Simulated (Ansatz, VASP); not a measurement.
Two plane-wave programs on WS2

INCAR

```
PREC = Accurate ; ENCUT = 520
EDIFF = 1E-6 ; ISMEAR = 0
SIGMA = 0.05 ; LREAL = False
LASPH = True ; NELM = 80
ALGO = Normal ; ISIF = 2
LWAVE = False ; LCHARG = False
GGA = PS ; NBANDS = 20
```

File KPOINTS:

```
Automatic mesh
0
Gamma
  12 12 12
```

The input POSCAR:

```
WS2
1.0
    1.6026853900      0.9253108414      6.3482299000
   -1.6026853900      0.9253108414      6.3482299000
    0.0000000000     -1.8506216827      6.3482299000
W S
1 2
Direct
    0.0000000000      0.0000000000      0.0000000000
    0.7503000000      0.7503000000      0.7503000000
    0.5810000000      0.5810000000      0.5810000000
```

Input for Ansatz:

```yaml
crystal:
  lattice:
    - [1.60268539, 0.9253108414, 6.3482299]
    - [-1.60268539, 0.9253108414, 6.3482299]
    - [0.0, -1.8506216827, 6.3482299]
  atoms:
    - { symbol: W, position: [0.0, 0.0, 0.0] }
    - { symbol: S, position: [0.7503, 0.7503, 0.7503] }
    - { symbol: S, position: [0.581, 0.581, 0.581] }
basis:
  ecutwfc: 420
kpoints:
  mp_grid: { grid: [12, 12, 12] }
hamiltonian:
  xc: pbesol
scf:
  occupations: { method: gaussian, width: 0.05 }
output:
  forces: true
  stress: true
  eigenvalues: true
```

Change from the starting cell: strain +0.015 along x and y, +0.030 along z, atoms carried along.

Alike in both runs: task single point; functional PBEsol; k mesh 12 × 12 × 12; occupations gaussian, width 0.05 eV; no spin polarisation.

|  | VASP | Ansatz |
| --- | --- | --- |
| version | VASP 6.6.1 | Ansatz 0.2.0 |
| potentials or method | VASP PAW PBE potentials, release 64 (W_sv, S), cutoff 520 eV | scalar-relativistic, plane waves, PAW |
| valence electrons in the cell | 26 | 26 |

Ansatz gave:

| Property | Result |
| --- | --- |
| gap on the k mesh at the Fermi level (eV) | 1.06 |
| least direct gap on the mesh (eV) | 1.83 |
| pressure (GPa) | -9.4 |
| traceless stress, the component that is largest in VASP (GPa) | -1.54 |
| rms of the force components (eV/Å) | 0.608 |

Problem. What did VASP give for the same quantities?

Solution. gap on the k mesh at the Fermi level (eV): 1.07; least direct gap on the mesh (eV): 1.84; pressure (GPa): -9.4; traceless stress, the component that is largest in VASP (GPa): -1.52; rms of the force components (eV/Å): 0.601.

VASP's potentials were made for PBE, not for PBEsol. Atom by atom the forces differ by 0.008 eV/Å (rms over components).

Neither program's run includes spin-orbit coupling.
